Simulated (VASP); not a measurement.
Crystal: ScAgC4N4.

```
CELL_PARAMETERS angstrom
6.13377 0.00000 0.00000
0.00000 6.13377 0.00000
0.00000 0.00000 6.13377
ATOMIC_POSITIONS crystal
Sc 0.50000 0.50000 0.50000
Ag 0.00000 0.00000 0.00000
C 0.19032 0.19032 0.19032
C 0.19032 0.80968 0.80968
C 0.80968 0.19032 0.80968
C 0.80968 0.80968 0.19032
N 0.30045 0.30045 0.30045
N 0.30045 0.69955 0.69955
N 0.69955 0.30045 0.69955
N 0.69955 0.69955 0.30045
```

| Property | Result |
| --- | --- |
| Program | VASP 6.6.1 |
| Task | relaxation of cell and atoms |
| Functional | PBE |
| Potentials or basis | VASP PAW PBE potentials, release 64 (Sc_sv, Ag, C, N) |
| Cutoff | 600 eV |
| k mesh | 4 × 4 × 4 |
| Occupations | gaussian, width 0.1 eV |
| Spin | no spin polarisation |

At the start: pressure 2.7 GPa; volume 23.08 Å³/atom.

Question: Where does the relaxation end?

Answer: Over 10 steps the energy falls by 37.2 meV/atom and the volume is 24.44 Å³/atom (+5.9 %); space group P-43m (No. 215, to 0.1 Å) before and after.

The path:
```tsv
step	energy change (eV)	largest force (eV/Å)	pressure (GPa)	volume (Å³)
1	0.0000	1.8059	2.71	230.77
2	1.4227	8.1872	-6.97	244.07
3	-0.0661	1.9163	0.53	232.88
4	-0.3031	1.2008	-0.55	240.72
5	-0.3574	0.7747	-1.08	247.16
6	-0.0179	4.8786	4.19	242.68
7	-0.3686	0.1129	-0.35	246.45
8	-0.3686	0.1290	-0.34	246.43
9	-0.3714	0.0688	-0.16	245.40
10	-0.3723	0.0191	0.03	244.36
```

Final structure:
```xyz
10
Lattice="6.2519 0.0000 0.0000 0.0000 6.2519 0.0000 0.0000 0.0000 6.2519" Properties=species:S:1:pos:R:3 pbc="T T T"
Sc    3.1259    3.1259    3.1259
Ag    0.0000    0.0000    0.0000
C     1.2432    1.2432    1.2432
C     1.2432    5.0087    5.0087
C     5.0087    1.2432    5.0087
C     5.0087    5.0087    1.2432
N     1.9250    1.9250    1.9250
N     1.9250    4.3269    4.3269
N     4.3269    1.9250    4.3269
N     4.3269    4.3269    1.9250
```
